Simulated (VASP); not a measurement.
# Na3HSe (Pm-3m) in VASP: further runs

Na3HSe is run at these levels: PBE; tasks: single point.

Everything below comes from runs of VASP 6.6.1. Logs are shortened: lines on timing, memory, paths and dates and some standing lists are left out, and cuts for length are marked.

**1. The cell of the first run**

The structure is cubic, space group Pm-3m (No. 221). The conventional cell has a = 4.548 Å, b = 4.548 Å, c = 4.548 Å, α = 90.00°, β = 90.00°, γ = 90.00°. Na (site symmetry 4/mmm) has 2 H at 2.27 Å within 3.0 Å. Within 3.0 Å of H (site symmetry m-3m) lie 6 Na at 2.27 Å. Within 4.2 Å of Se (site symmetry m-3m) lie 12 Na at 3.22 Å and 8 H at 3.94 Å.

**2. Single point, PBE (18.81 Å³/atom)**

The input, INCAR:

```
SYSTEM = Na3HSe
  ALGO = Normal
  EDIFF = 1E-7
  ENCUT = 520
  GGA = PE
  ISIF = 2
  ISMEAR = 0
  LASPH = .True.
  LCHARG = .False.
  LREAL = .False.
  LWAVE = .False.
  NBANDS = 22
  NELM = 80
  PREC = Accurate
  SIGMA = 0.05
```

The input, KPOINTS:

```
k-points
0
Gamma
  6 6 6
  0 0 0
```

The input, POSCAR:

```
Na3HSe
1.0
    4.5479618421      0.0000000000      0.0000000000
    0.0000000000      4.5479618421      0.0000000000
    0.0000000000      0.0000000000      4.5479618421
Na H Se
3 1 1
Direct
    0.0000000000      0.5000000000      0.5000000000
    0.5000000000      0.0000000000      0.5000000000
    0.5000000000      0.5000000000      0.0000000000
    0.5000000000      0.5000000000      0.5000000000
    0.0000000000      0.0000000000      0.0000000000
```

Potentials or basis: VASP PAW PBE potentials, release 64 (Na_pv, H, Se).

The run is started by

```sh
$ cat potpaw_PBE.64/Na_pv/POTCAR potpaw_PBE.64/H/POTCAR potpaw_PBE.64/Se/POTCAR > POTCAR
$ mpirun -np 1 vasp_std > vasp.out
```

OUTCAR:

```text
SYSTEM = Na3HSe
   EDIFF = 1E-7
   ENCUT = 520
   GGA = PE
   ISIF = 2
   ISMEAR = 0
   LASPH = .True.
   LREAL = .False.
   NELM = 80
   PREC = Accurate

 ion  position               nearest neighbor table
   1  0.000  0.500  0.500-
   2  0.500  0.000  0.500-
   3  0.500  0.500  0.000-
   4  0.500  0.500  0.500-
   5  0.000  0.000  0.000-

  LATTYP: Found a simple cubic cell.
 ALAT       =     4.5479618421

  Lattice vectors:

 A1 = (   4.5479618421,   0.0000000000,   0.0000000000)
 A2 = (   0.0000000000,   4.5479618421,   0.0000000000)
 A3 = (   0.0000000000,   0.0000000000,   4.5479618421)

Analysis of symmetry for initial positions (statically):
=====================================================================
 Subroutine PRICEL returns:
 Original cell was already a primitive cell.

 Routine SETGRP: Setting up the symmetry group for a
 simple cubic supercell.

 Subroutine GETGRP returns: Found 48 space group operations
 (whereof 48 operations were pure point group operations)
 out of a pool of 48 trial point group operations.

The static configuration has the point symmetry O_h .

Analysis of symmetry for dynamics (positions and initial velocities):
=====================================================================
 Subroutine PRICEL returns:
 Original cell was already a primitive cell.

 Routine SETGRP: Setting up the symmetry group for a
 simple cubic supercell.

 Subroutine GETGRP returns: Found 48 space group operations
 (whereof 48 operations were pure point group operations)
 out of a pool of 48 trial point group operations.

The dynamic configuration has the point symmetry O_h .

 Subroutine INISYM returns: Found 48 space group operations
 (whereof 48 operations are pure point group operations),
 and found     1 'primitive' translations

----------------------------------------------------------------------------------------

                                     Primitive cell

  volume of cell :      94.0698

  direct lattice vectors                    reciprocal lattice vectors
     4.547961842  0.000000000  0.000000000     0.219878714  0.000000000  0.000000000
     0.000000000  4.547961842  0.000000000     0.000000000  0.219878714  0.000000000
     0.000000000  0.000000000  4.547961842     0.000000000  0.000000000  0.219878714

  length of vectors
     4.547961842  4.547961842  4.547961842     0.219878714  0.219878714  0.219878714

  position of ions in fractional coordinates (direct lattice)
     0.000000000  0.500000000  0.500000000
     0.500000000  0.000000000  0.500000000
     0.500000000  0.500000000  0.000000000
     0.500000000  0.500000000  0.500000000
     0.000000000  0.000000000  0.000000000

  ion indices of the primitive-cell ions
   primitive index   ion index
                 1           1
                 2           2
                 3           3
                 4           4
                 5           5

----------------------------------------------------------------------------------------

 KPOINTS: k-points

Automatic generation of k-mesh.
 Grid dimensions read from file:
 generate k-points for:    6    6    6

 Generating k-lattice:

  Cartesian coordinates                     Fractional coordinates (reciprocal lattice)
     0.036646452  0.000000000  0.000000000     0.166666667  0.000000000  0.000000000
     0.000000000  0.036646452  0.000000000     0.000000000  0.166666667  0.000000000
     0.000000000  0.000000000  0.036646452     0.000000000  0.000000000  0.166666667

  Length of vectors
     0.036646452  0.036646452  0.036646452

  Shift w.r.t. Gamma in fractional coordinates (k-lattice)
     0.000000000  0.000000000  0.000000000

 Subroutine IBZKPT returns following result:
 ===========================================

 Found     20 irreducible k-points:

 Following reciprocal coordinates:
            Coordinates               Weight
  0.000000  0.000000  0.000000      1.000000
  0.166667  0.000000  0.000000      6.000000
  0.333333  0.000000  0.000000      6.000000
  0.500000  0.000000  0.000000      3.000000
  0.166667  0.166667  0.000000     12.000000
  0.333333  0.166667  0.000000     24.000000
[... 12 lines left out ...]
  0.500000  0.500000  0.333333      6.000000
  0.500000  0.500000  0.500000      1.000000
   k-points           NKPTS =     20   k-points in BZ     NKDIM =     20   number of bands    NBANDS=     22
   number of dos      NEDOS =    301   number of ions     NIONS =      5
   total plane-waves  NPLWV =  46656
   dimension x,y,z NGX =    36 NGY =   36 NGZ =   36
   dimension x,y,z NGXF=    72 NGYF=   72 NGZF=   72
   ions per type =               3   1   1
   NGX,Y,Z   is equivalent  to a cutoff of  13.16, 13.16, 13.16 a.u.
   NGXF,Y,Z  is equivalent  to a cutoff of  26.32, 26.32, 26.32 a.u.
 SYSTEM =  Na3HSe
   PREC   = accura    normal or accurate (medium, high low for compatibility)
   ISTART =      0    job   : 0-new  1-cont  2-samecut
   ICHARG =      2    charge: 1-file 2-atom 10-const
   ISPIN  =      1    spin polarized calculation?
   LNONCOLLINEAR =      F non collinear calculations
   LSORBIT =      F    spin-orbit coupling
   LASPH  =      T    aspherical Exc in radial PAW
   ENCUT  =  520.0 eV  38.22 Ry    6.18 a.u.   8.46  8.46  8.46*2*pi/ulx,y,z
   NELM   =     80;   NELMIN=  2; NELMDL= -5     # of ELM steps
   EDIFF  = 0.1E-06   stopping-criterion for ELM
   LREAL  =      F    real-space projection
   EDIFFG = 0.1E-05   stopping-criterion for IOM
   NSW    =      0    number of steps for IOM
   IBRION =     -1    ionic relax: 0-MD 1-quasi-New 2-CG
   NFREE  =      0    steps in history (QN), initial steepest desc. (CG)
   ISIF   =      2    stress and relaxation
   ISYM   =      2    0-nonsym 1-usesym 2-fastsym
   POTIM  = 0.5000    time-step for ionic-motion
   TEBEG  =    0.0;   TEEND  =   0.0 temperature during run
   PSTRESS=    0.0 pullay stress
   NELECT =      28.0000    total number of electrons
   NUPDOWN=      -1.0000    fix difference up-down
   EMIN   =  10.00;   EMAX   =-10.00  energy-range for DOS
   EFERMI =   0.00;   METHOD = LEGACY
   ISMEAR =     0;   SIGMA  =   0.05  broadening in eV -4-tet -1-fermi 0-gaus
   EFERMI_NEDOS =   21; number of points for ismear=-14 and -15
   IALGO  =     38    algorithm
   IMIX   =      4    mixing-type and parameters
     AMIX     =   0.40;   BMIX     =  1.00
     AMIX_MAG =   1.60;   BMIX_MAG =  1.00
  volume/ion in A,a.u.               =      18.81       126.96
  Fermi-wavevector in a.u.,A,eV,Ry     =   1.093060  2.065584 16.255973  1.194780
  Thomas-Fermi vector in A             =   2.229338
   LORBIT       =      0    0 simple, 1 ext, 2 COOP (PROOUT), +10 PAW based schemes
   GGA     = PE    functional components
   LHFCALC =     F    Hartree Fock is set to
   AEXX    =    0.0000 exact exchange contribution
   IVDW    =     0    specifies the selected vdW correction
   LEPSILON=     F    determine dielectric tensor
   LRPA    =     F    only Hartree local field effects (RPA)
 non-spin polarized calculation
 Gauss-broadening in eV      SIGMA  =   0.05
  energy-cutoff  :      520.00
  volume of cell :       94.07
 maximum number of plane-waves:      2560
 NGX is ok and might be reduce to    36
   NGX = 17   NGY = 17   NGZ = 17

 number of electron      27.9999944 magnetization

 Free energy of the ion-electron system (eV)
  ---------------------------------------------------
  ext. energy  EPLUGINS =         0.00000000
  ---------------------------------------------------
  free energy    TOTEN  =       -14.27452691 eV

  energy without entropy =      -14.27452691  energy(sigma->0) =      -14.27452691

 E-fermi :   0.9367     XC(G=0):  -8.3142

 val. band max:        0.6268173069   @ k =   0.5000   0.5000   0.0000
 cond. band min:       3.4123657331   @ k =   0.5000   0.0000   0.0000
 fundamental gap:      2.7855484262
 Fermi energy:         0.9366796443

 k-point     1 :       0.0000    0.0000    0.0000
  band No.  band energies     occupation
      1     -22.3925      2.00000
      2     -22.3925      2.00000
      3     -22.3925      2.00000
      4     -22.3289      2.00000
      5     -22.3289      2.00000
      6     -22.3289      2.00000
[... 14 lines left out ...]
     21       9.9416      0.00000
     22       9.9416      0.00000

 k-point     2 :       0.1667    0.0000    0.0000
  band No.  band energies     occupation
      1     -22.3884      2.00000
      2     -22.3884      2.00000
      3     -22.3868      2.00000
      4     -22.3302      2.00000
      5     -22.3302      2.00000
      6     -22.3294      2.00000
[... 14 lines left out ...]
     21      10.1261      0.00000
     22      10.1592      0.00000

 k-point     3 :       0.3333    0.0000    0.0000
  band No.  band energies     occupation
      1     -22.3786      2.00000
      2     -22.3786      2.00000
      3     -22.3708      2.00000
      4     -22.3345      2.00000
      5     -22.3345      2.00000
      6     -22.3304      2.00000
[... 14 lines left out ...]
     21      10.5464      0.00000
     22      10.5473      0.00000

 k-point     4 :       0.5000    0.0000    0.0000
  band No.  band energies     occupation
      1     -22.3721      2.00000
      2     -22.3721      2.00000
      3     -22.3520      2.00000
      4     -22.3393      2.00000
      5     -22.3383      2.00000
      6     -22.3383      2.00000
[... 14 lines left out ...]
     21      10.7893      0.00000
     22      10.7893      0.00000

 k-point     5 :       0.1667    0.1667    0.0000
  band No.  band energies     occupation
      1     -22.3919      2.00000
      2     -22.3842      2.00000
      3     -22.3754      2.00000
      4     -22.3374      2.00000
      5     -22.3311      2.00000
      6     -22.3243      2.00000
[... 317 lines left out ...]
 k-point    18 :       0.5000    0.3333    0.3333
  band No.  band energies     occupation
      1     -22.4208      2.00000
      2     -22.3808      2.00000
      3     -22.3778      2.00000
      4     -22.3728      2.00000
      5     -22.3128      2.00000
      6     -22.3025      2.00000
[... 14 lines left out ...]
     21      10.6894      0.00000
     22      12.8941      0.00000

 k-point    19 :       0.5000    0.5000    0.3333
  band No.  band energies     occupation
      1     -22.4283      2.00000
      2     -22.3856      2.00000
      3     -22.3790      2.00000
      4     -22.3790      2.00000
      5     -22.3013      2.00000
      6     -22.3013      2.00000
[... 14 lines left out ...]
     21      10.8865      0.00000
     22      12.4949      0.00000

 k-point    20 :       0.5000    0.5000    0.5000
  band No.  band energies     occupation
      1     -22.4372      2.00000
      2     -22.3853      2.00000
      3     -22.3853      2.00000
      4     -22.3853      2.00000
      5     -22.2955      2.00000
      6     -22.2955      2.00000
[... 14 lines left out ...]
     21      11.8499      0.00000
     22      11.9763      0.00000

------------------------ aborting loop because EDIFF is reached ----------------------------------------

  FORCE on cell =-STRESS in cart. coord.  units (eV):
  Direction    XX          YY          ZZ          XY          YZ          ZX
  --------------------------------------------------------------------------------------
  -------------------------------------------------------------------------------------
  Total        0.0123367      0.0123367      0.0123367      0.0000000     -0.0000000      0.0000000
  in kB        0.2101164      0.2101164      0.2101164      0.0000000     -0.0000000      0.0000000
  external PRESSURE =       0.2101164 kB  Pullay stress =       0.0000000 kB

 VOLUME and BASIS-vectors are now :
 -----------------------------------------------------------------------------
  energy-cutoff  :      520.00
  volume of cell :       94.07
      direct lattice vectors                 reciprocal lattice vectors
     4.547961842  0.000000000  0.000000000     0.219878714  0.000000000  0.000000000
     0.000000000  4.547961842  0.000000000     0.000000000  0.219878714  0.000000000
     0.000000000  0.000000000  4.547961842     0.000000000  0.000000000  0.219878714

 POSITION                                       TOTAL-FORCE (eV/Angst)
 -----------------------------------------------------------------------------------
      0.00000      2.27398      2.27398         0.000000      0.000000      0.000000
      2.27398      0.00000      2.27398         0.000000      0.000000      0.000000
      2.27398      2.27398      0.00000         0.000000      0.000000      0.000000
      2.27398      2.27398      2.27398         0.000000      0.000000      0.000000
      0.00000      0.00000      0.00000         0.000000      0.000000      0.000000
 -----------------------------------------------------------------------------------
    total drift:                                0.000000      0.000000      0.000000

  FREE ENERGIE OF THE ION-ELECTRON SYSTEM (eV)
  ---------------------------------------------------
  free  energy   TOTEN  =       -14.2745269110 eV

  energy  without entropy=      -14.2745269110  energy(sigma->0) =      -14.27452691
```

Run time: 55 s. Hardware: 1 thread of Intel Xeon Platinum 8259CL at 2.50GHz (Skylake/Cascade Lake), shared host; peak memory 0.21 GiB.

What came out:

| Quantity | Value |
| --- | --- |
| Free energy | -14.2745 eV |
| Pressure | 0.0 GPa |
| Band gap on the k mesh | 2.79 eV (least direct gap 2.93 eV) |

Levels at points of the mesh, in eV from the valence-band top:
```tsv
k point	band 10	band 11	band 12	band 13	band 14	band 15	band 16	band 17	band 18	band 19
(0.00, 0.00, 0.00)	-10.68	-2.74	-0.31	-0.31	-0.31	4.30	5.07	5.07	7.31	7.31
(0.50, 0.00, 0.00)	-10.53	-3.20	-0.51	-0.14	-0.14	2.79	5.79	5.81	5.81	8.38
(0.50, 0.50, 0.00)	-10.43	-2.21	-1.61	-1.61	0.00	4.99	6.00	6.06	6.06	7.30
(0.50, 0.50, 0.50)	-10.36	-1.83	-1.19	-1.19	-1.19	3.53	3.53	3.53	9.11	9.11
```

**3. Single point, PBE (18.88 Å³/atom)**

This run uses another cell than the first one, of 18.88 Å³/atom.

The input, INCAR:

```
ALGO = Normal
EDIFF = 1E-6
ENCUT = 520
GGA = PE
ISIF = 2
ISMEAR = 0
LASPH = T
LCHARG = F
LREAL = F
LWAVE = F
NBANDS = 22
NELM = 80
PREC = Accurate
SIGMA = 0.05
```

The input, KPOINTS:

```
k-points
0
Gamma
  6 6 6
```

POSCAR, as its differences from that of step 2:

```diff
@@ -2,5 +2,5 @@
 1.0
-    4.5479618421      0.0000000000      0.0000000000
-    0.0000000000      4.5479618421      0.0000000000
-    0.0000000000      0.0000000000      4.5479618421
+    4.5529231970      0.0000000000      0.0000000000
+    0.0000000000      4.5529231970      0.0000000000
+    0.0000000000      0.0000000000      4.5529231970
 Na H Se
```

Potentials or basis: VASP PAW PBE potentials, release 64 (Na_pv, H, Se).

The run is started by

```sh
$ cat potpaw_PBE.64/Na_pv/POTCAR potpaw_PBE.64/H/POTCAR potpaw_PBE.64/Se/POTCAR > POTCAR
$ mpirun -np 1 vasp_std > vasp.out
```

Run time: 48 s. Hardware: 1 thread of Intel Xeon Platinum 8259CL at 2.50GHz (Skylake/Cascade Lake), shared host; peak memory 0.21 GiB.

Results (log left out):

```yaml
Free_energy: -14.2745 eV
Pressure: -0.1 GPa
Band_gap_on_the_k_mesh: 2.77 eV (least direct gap 2.91 eV)
```

Levels at points of the mesh, in eV from the valence-band top:
```tsv
k point	band 12	band 13	band 14	band 15	band 16	band 17
(0.00, 0.00, 0.00)	-0.31	-0.31	-0.31	4.28	5.07	5.07
(0.50, 0.00, 0.00)	-0.51	-0.14	-0.14	2.77	5.78	5.80
(0.50, 0.50, 0.00)	-1.61	-1.61	0.00	4.98	5.99	6.04
(0.50, 0.50, 0.50)	-1.18	-1.18	-1.18	3.52	3.52	3.52
```

A k mesh can miss the band edges.
